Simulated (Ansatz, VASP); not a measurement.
## Two plane-wave programs on InSb3

File INCAR:

```
PREC = Accurate
ENCUT = 520
EDIFF = 1E-7
ISMEAR = -1
SIGMA = 0.05
LREAL = False
LASPH = True
NELM = 80
ALGO = Normal
ISIF = 2
LWAVE = False
LCHARG = False
GGA = PE
NBANDS = 22
```

The input KPOINTS:

```
regular mesh
0
Gamma
  6 6 6
```

Contents of POSCAR:

```
InSb3
1.0
    0.0000000000      3.8444890816      3.8444890816
    3.8444890816      0.0000000000      3.8444890816
    3.8444890816      3.8444890816      0.0000000000
Sb In
3 1
Direct
    0.5000000000      0.5000000000      0.5000000000
    0.7500000000      0.7500000000      0.7500000000
    0.2500000000      0.2500000000      0.2500000000
    0.0000000000      0.0000000000      0.0000000000
```

Contents of input.yaml:

```yaml
crystal:
  lattice:
    - [0.0, 3.8444890816, 3.8444890816]
    - [3.8444890816, 0.0, 3.8444890816]
    - [3.8444890816, 3.8444890816, 0.0]
  atoms:
    - { symbol: Sb, position: [0.5, 0.5, 0.5] }
    - { symbol: Sb, position: [0.75, 0.75, 0.75] }
    - { symbol: Sb, position: [0.25, 0.25, 0.25] }
    - { symbol: In, position: [0.0, 0.0, 0.0] }
hamiltonian:
  xc: pbe
  pseudopotentials: { kind: paw }
kpoints:
  mp_grid: { grid: [6, 6, 6] }
scf:
  occupations: { method: fermi_dirac, width: 0.05 }
output:
  forces: true
  stress: true
  eigenvalues: true
```

Alike in both runs: task single point; functional PBE; k mesh 6 × 6 × 6; occupations fermi-dirac, width 0.05 eV; no spin polarisation.

|  | VASP | Ansatz |
| --- | --- | --- |
| version | VASP 6.6.1 | Ansatz 0.2.0 |
| potentials or method | VASP PAW PBE potentials, release 64 (Sb, In_d) | Ansatz PAW |
| plane-wave cutoff (eV) | 520 | 420 |
| valence electrons in the cell | 28 | 58 |

Ansatz gave:

| Quantity | Value |
| --- | --- |
| gap on the k mesh at the Fermi level (eV) | none |
| pressure (GPa) | -1.9 |

Q: Estimate VASP's values.

A: gap on the k mesh at the Fermi level (eV): none; pressure (GPa): -2.0.

A gap of «none» marks a metal or a gap that the smearing closes. VASP's potentials hold 28 valence electrons a cell and Ansatz's 58, so a difference there can come from the potentials and not from the codes.

Neither program's run includes spin-orbit coupling.
